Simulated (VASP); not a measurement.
# Ti2SnTe2 (R-3m) in VASP: single point with PBE

Aim: the single point of Ti2SnTe2 with PBE.

All numbers are computed with VASP 6.6.1; they aren't measurements. Logs are shortened: lines on timing, memory, paths and dates and some standing lists are left out, and cuts for length are marked.

## (1) The cell of the first run

Symmetry: R-3m, No. 166, trigonal system. Conventional cell: a = 3.898 Å, b = 3.898 Å, c = 29.489 Å, α = 90.00°, β = 90.00°, γ = 120.00°. Within 3.6 Å of Ti (site symmetry 3m) lie 3 Te at 2.77 Å and 3 Sn at 2.81 Å. Within 3.7 Å of Sn (site symmetry -3m) lie 6 Ti at 2.81 Å. Te (site symmetry 3m) has 3 Ti at 2.77 Å within 3.6 Å.

## (2) Single point, PBE

INCAR

```
PREC = Accurate
ENCUT = 520
EDIFF = 1E-6
ISMEAR = 0
SIGMA = 0.2
LREAL = False
LASPH = True
NELM = 80
ALGO = Normal
ISIF = 2
LWAVE = False
LCHARG = False
GGA = PE
NBANDS = 33
```

KPOINTS

```
Automatic mesh
0
Gamma
  5 5 5
```

POSCAR

```
Ti2SnTe2
1.0
    1.9489637982      1.1252347735      9.8296236734
   -1.9489637982      1.1252347735      9.8296236734
    0.0000000000     -2.2504695471      9.8296236734
Ti Sn Te
2 1 2
Direct
    0.3904914088      0.3904914088      0.3904914088
    0.6095085912      0.6095085912      0.6095085912
    0.0000000000      0.0000000000      0.0000000000
    0.7783424815      0.7783424815      0.7783424815
    0.2216575185      0.2216575185      0.2216575185
```

Potentials or basis: VASP PAW PBE potentials, release 64 (Ti_sv, Sn_d, Te).

Launch:

```bash
cat potpaw_PBE.64/Ti_sv/POTCAR potpaw_PBE.64/Sn_d/POTCAR potpaw_PBE.64/Te/POTCAR > POTCAR
mpirun -np 1 vasp_std > vasp.out
```

OUTCAR:

```text
PREC = Accurate
   ENCUT = 520
   EDIFF = 1E-6
   ISMEAR = 0
   LREAL = False
   LASPH = True
   NELM = 80
   ISIF = 2
   GGA = PE

 ion  position               nearest neighbor table
   1  0.390  0.390  0.390-   4 2.77   4 2.77   4 2.77   3 2.81   3 2.81   3 2.81
   2  0.610  0.610  0.610-   5 2.77   5 2.77   5 2.77   3 2.81   3 2.81   3 2.81
   3  0.000  0.000  0.000-   2 2.81   1 2.81   2 2.81   2 2.81   1 2.81   1 2.81
   4  0.778  0.778  0.778-   1 2.77   1 2.77   1 2.77
   5  0.222  0.222  0.222-   2 2.77   2 2.77   2 2.77

  LATTYP: Found a trigonal (rhomboedric) cell.
 ALAT       =    10.0839533291
 COS(alpha) =     0.9252904903

  Lattice vectors:

 A1 = (   1.9489637982,   1.1252347735,   9.8296236734)
 A2 = (  -1.9489637982,   1.1252347735,   9.8296236734)
 A3 = (   0.0000000000,  -2.2504695471,   9.8296236734)

Analysis of symmetry for initial positions (statically):
=====================================================================
 Subroutine PRICEL returns:
 Original cell was already a primitive cell.

 Routine SETGRP: Setting up the symmetry group for a
 trigonal (rhombohedral) supercell.

 Subroutine GETGRP returns: Found 12 space group operations
 (whereof 12 operations were pure point group operations)
 out of a pool of 12 trial point group operations.

The static configuration has the point symmetry D_3d.

Analysis of symmetry for dynamics (positions and initial velocities):
=====================================================================
 Subroutine PRICEL returns:
 Original cell was already a primitive cell.

 Routine SETGRP: Setting up the symmetry group for a
 trigonal (rhombohedral) supercell.

 Subroutine GETGRP returns: Found 12 space group operations
 (whereof 12 operations were pure point group operations)
 out of a pool of 12 trial point group operations.

The dynamic configuration has the point symmetry D_3d.

 Subroutine INISYM returns: Found 12 space group operations
 (whereof 12 operations are pure point group operations),
 and found     1 'primitive' translations

----------------------------------------------------------------------------------------

                                     Primitive cell

  volume of cell :     129.3407

  direct lattice vectors                    reciprocal lattice vectors
     1.948963798  1.125234773  9.829623673     0.256546582  0.148117238  0.033911098
    -1.948963798  1.125234773  9.829623673    -0.256546582  0.148117238  0.033911098
     0.000000000 -2.250469547  9.829623673     0.000000000 -0.296234476  0.033911098

  length of vectors
    10.083953329 10.083953329 10.083953329     0.298169125  0.298169125  0.298169125

  position of ions in fractional coordinates (direct lattice)
     0.390491409  0.390491409  0.390491409
     0.609508591  0.609508591  0.609508591
     0.000000000  0.000000000  0.000000000
     0.778342481  0.778342481  0.778342481
     0.221657519  0.221657519  0.221657519

  ion indices of the primitive-cell ions
   primitive index   ion index
                 1           1
                 2           2
                 3           3
                 4           4
                 5           5

----------------------------------------------------------------------------------------

 KPOINTS: Automatic mesh

Automatic generation of k-mesh.
 Grid dimensions read from file:
 generate k-points for:    5    5    5

 Generating k-lattice:

  Cartesian coordinates                     Fractional coordinates (reciprocal lattice)
     0.051309316  0.029623448  0.006782220     0.200000000  0.000000000  0.000000000
    -0.051309316  0.029623448  0.006782220     0.000000000  0.200000000  0.000000000
     0.000000000 -0.059246895  0.006782220    -0.000000000 -0.000000000  0.200000000

  Length of vectors
     0.059633825  0.059633825  0.059633825

  Shift w.r.t. Gamma in fractional coordinates (k-lattice)
     0.000000000  0.000000000  0.000000000

 Subroutine IBZKPT returns following result:
 ===========================================

 Found     19 irreducible k-points:

 Following reciprocal coordinates:
            Coordinates               Weight
  0.000000  0.000000  0.000000      1.000000
  0.200000 -0.000000 -0.000000      6.000000
  0.400000 -0.000000 -0.000000      6.000000
  0.200000  0.200000 -0.000000      6.000000
  0.400000  0.200000 -0.000000     12.000000
 -0.400000  0.200000  0.000000     12.000000
[... 11 lines left out ...]
  0.400000  0.400000  0.400000      2.000000
 -0.400000  0.400000  0.400000      6.000000
   k-points           NKPTS =     19   k-points in BZ     NKDIM =     19   number of bands    NBANDS=     33
   number of dos      NEDOS =    301   number of ions     NIONS =      5
   total plane-waves  NPLWV = 512000
   dimension x,y,z NGX =    80 NGY =   80 NGZ =   80
   dimension x,y,z NGXF=   160 NGYF=  160 NGZF=  160
   ions per type =               2   1   2
   NGX,Y,Z   is equivalent  to a cutoff of  13.19, 13.19, 13.19 a.u.
   NGXF,Y,Z  is equivalent  to a cutoff of  26.38, 26.38, 26.38 a.u.
 SYSTEM =  unknown system
   PREC   = accura    normal or accurate (medium, high low for compatibility)
   ISTART =      0    job   : 0-new  1-cont  2-samecut
   ICHARG =      2    charge: 1-file 2-atom 10-const
   ISPIN  =      1    spin polarized calculation?
   LNONCOLLINEAR =      F non collinear calculations
   LSORBIT =      F    spin-orbit coupling
   LASPH  =      T    aspherical Exc in radial PAW
   ENCUT  =  520.0 eV  38.22 Ry    6.18 a.u.  18.75 18.75 18.75*2*pi/ulx,y,z
   NELM   =     80;   NELMIN=  2; NELMDL= -5     # of ELM steps
   EDIFF  = 0.1E-05   stopping-criterion for ELM
   LREAL  =      F    real-space projection
   EDIFFG = 0.1E-04   stopping-criterion for IOM
   NSW    =      0    number of steps for IOM
   IBRION =     -1    ionic relax: 0-MD 1-quasi-New 2-CG
   NFREE  =      0    steps in history (QN), initial steepest desc. (CG)
   ISIF   =      2    stress and relaxation
   ISYM   =      2    0-nonsym 1-usesym 2-fastsym
   POTIM  = 0.5000    time-step for ionic-motion
   TEBEG  =    0.0;   TEEND  =   0.0 temperature during run
   PSTRESS=    0.0 pullay stress
   NELECT =      50.0000    total number of electrons
   NUPDOWN=      -1.0000    fix difference up-down
   EMIN   =  10.00;   EMAX   =-10.00  energy-range for DOS
   EFERMI =   0.00;   METHOD = LEGACY
   ISMEAR =     0;   SIGMA  =   0.20  broadening in eV -4-tet -1-fermi 0-gaus
   EFERMI_NEDOS =   21; number of points for ismear=-14 and -15
   IALGO  =     38    algorithm
   IMIX   =      4    mixing-type and parameters
     AMIX     =   0.40;   BMIX     =  1.00
     AMIX_MAG =   1.60;   BMIX_MAG =  1.00
  volume/ion in A,a.u.               =      25.87       174.57
  Fermi-wavevector in a.u.,A,eV,Ry     =   1.192577  2.253644 19.350753  1.422240
  Thomas-Fermi vector in A             =   2.328612
   LORBIT       =      0    0 simple, 1 ext, 2 COOP (PROOUT), +10 PAW based schemes
   GGA     = PE    functional components
   LHFCALC =     F    Hartree Fock is set to
   AEXX    =    0.0000 exact exchange contribution
   IVDW    =     0    specifies the selected vdW correction
   LEPSILON=     F    determine dielectric tensor
   LRPA    =     F    only Hartree local field effects (RPA)
 non-spin polarized calculation
 Gauss-broadening in eV      SIGMA  =   0.20
  energy-cutoff  :      520.00
  volume of cell :      129.34
 maximum number of plane-waves:      3508
 NGX is ok and might be reduce to    80
   NGX = 37   NGY = 37   NGZ = 37

 number of electron      49.9999999 magnetization

 Free energy of the ion-electron system (eV)
  ---------------------------------------------------
  ext. energy  EPLUGINS =         0.00000000
  ---------------------------------------------------
  free energy    TOTEN  =       -28.05187456 eV

  energy without entropy =      -27.99782665  energy(sigma->0) =      -28.02485060

 E-fermi :   6.7728     XC(G=0):  -9.9688

 val. band max:        6.7716880158   @ k =   0.2000   0.2000  -0.0000
 cond. band min:       6.7845189272   @ k =  -0.2000   0.2000   0.2000
 fundamental gap:      0.0128309114
 Fermi energy:         6.7727706653

 k-point     1 :       0.0000    0.0000    0.0000
  band No.  band energies     occupation
      1     -50.6297      2.00000
      2     -50.6289      2.00000
      3     -26.8915      2.00000
      4     -26.8864      2.00000
      5     -26.8864      2.00000
      6     -26.8832      2.00000
[... 25 lines left out ...]
     32       9.0825      0.00000
     33       9.0825      0.00000

 k-point     2 :       0.2000   -0.0000   -0.0000
  band No.  band energies     occupation
      1     -50.6290      2.00000
      2     -50.6284      2.00000
      3     -26.8960      2.00000
      4     -26.8940      2.00000
      5     -26.8884      2.00000
      6     -26.8882      2.00000
[... 25 lines left out ...]
     32       9.1332      0.00000
     33       9.3732      0.00000

 k-point     3 :       0.4000   -0.0000   -0.0000
  band No.  band energies     occupation
      1     -50.6278      2.00000
      2     -50.6276      2.00000
      3     -26.9120      2.00000
      4     -26.9094      2.00000
      5     -26.8915      2.00000
      6     -26.8904      2.00000
[... 25 lines left out ...]
     32       8.6481      0.00000
     33       9.1487      0.00000

 k-point     4 :       0.2000    0.2000   -0.0000
  band No.  band energies     occupation
      1     -50.6290      2.00000
      2     -50.6284      2.00000
      3     -26.8960      2.00000
      4     -26.8940      2.00000
      5     -26.8884      2.00000
      6     -26.8882      2.00000
[... 493 lines left out ...]
     32       8.8054      0.00000
     33       9.0905      0.00000

 k-point    18 :       0.4000    0.4000    0.4000
  band No.  band energies     occupation
      1     -50.6297      2.00000
      2     -50.6289      2.00000
      3     -26.8915      2.00000
      4     -26.8864      2.00000
      5     -26.8864      2.00000
      6     -26.8832      2.00000
[... 25 lines left out ...]
     32       9.2982      0.00000
     33       9.2982      0.00000

 k-point    19 :      -0.4000    0.4000    0.4000
  band No.  band energies     occupation
      1     -50.6290      2.00000
      2     -50.6284      2.00000
      3     -26.8960      2.00000
      4     -26.8940      2.00000
      5     -26.8884      2.00000
      6     -26.8882      2.00000
[... 25 lines left out ...]
     32       8.8613      0.00000
     33       9.2916      0.00000

------------------------ aborting loop because EDIFF is reached ----------------------------------------

  FORCE on cell =-STRESS in cart. coord.  units (eV):
  Direction    XX          YY          ZZ          XY          YZ          ZX
  --------------------------------------------------------------------------------------
  -------------------------------------------------------------------------------------
  Total       -0.3642948     -0.3642948      0.3245733     -0.0000000     -0.0000000      0.0000000
  in kB       -4.5126171     -4.5126171      4.0205761     -0.0000000     -0.0000000      0.0000000
  external PRESSURE =      -1.6682194 kB  Pullay stress =       0.0000000 kB

 VOLUME and BASIS-vectors are now :
 -----------------------------------------------------------------------------
  energy-cutoff  :      520.00
  volume of cell :      129.34
      direct lattice vectors                 reciprocal lattice vectors
     1.948963798  1.125234773  9.829623673     0.256546582  0.148117238  0.033911098
    -1.948963798  1.125234773  9.829623673    -0.256546582  0.148117238  0.033911098
     0.000000000 -2.250469547  9.829623673     0.000000000 -0.296234476  0.033911098

 POSITION                                       TOTAL-FORCE (eV/Angst)
 -----------------------------------------------------------------------------------
      0.00000     -0.00000     11.51515         0.000000      0.000000     -0.044633
      0.00000     -0.00000     17.97372         0.000000     -0.000000      0.044633
      0.00000      0.00000      0.00000        -0.000000     -0.000000      0.000000
      0.00000     -0.00000     22.95244         0.000000     -0.000000      0.038735
      0.00000     -0.00000      6.53643         0.000000      0.000000     -0.038735
 -----------------------------------------------------------------------------------
    total drift:                               -0.000000     -0.000000     -0.000000

  FREE ENERGIE OF THE ION-ELECTRON SYSTEM (eV)
  ---------------------------------------------------
  free  energy   TOTEN  =       -28.0518745616 eV

  energy  without entropy=      -27.9978266450  energy(sigma->0) =      -28.02485060
```

It took 15 min on 1 thread of Intel Xeon Platinum 8259CL at 2.50GHz (Skylake/Cascade Lake), shared host; peak memory 0.96 GiB.

What came out:

```
Free energy            : -28.0519 eV
Pressure               : -0.2 GPa
Largest force          : 0.045 eV/Å
Band gap on the k mesh : zero (band 25 reaches 7.24 eV, above the bottom of band 26 at 6.51 eV)
```

Forces in eV/Å, atoms in the order of the input:
```
Ti   0.000  0.000 -0.045
Ti   0.000  0.000  0.045
Sn   0.000  0.000  0.000
Te   0.000  0.000  0.039
Te   0.000  0.000 -0.039
```

Stress tensor (GPa, compression positive):
```
-0.45  0.00  0.00
 0.00 -0.45  0.00
 0.00  0.00  0.40
```

Levels at points of the mesh, in eV from the Fermi level:
```csv
k point,band 21,band 22,band 23,band 24,band 25,band 26,band 27,band 28,band 29,band 30
"(0.00, 0.00, 0.00)",-1.27,-1.27,0.33,0.33,0.47,0.62,0.62,1.17,1.44,1.72
```

Caveat: the k points lie up to 0.37 Å⁻¹ apart; spin-orbit coupling is left out, which moves the levels of the heavy elements.
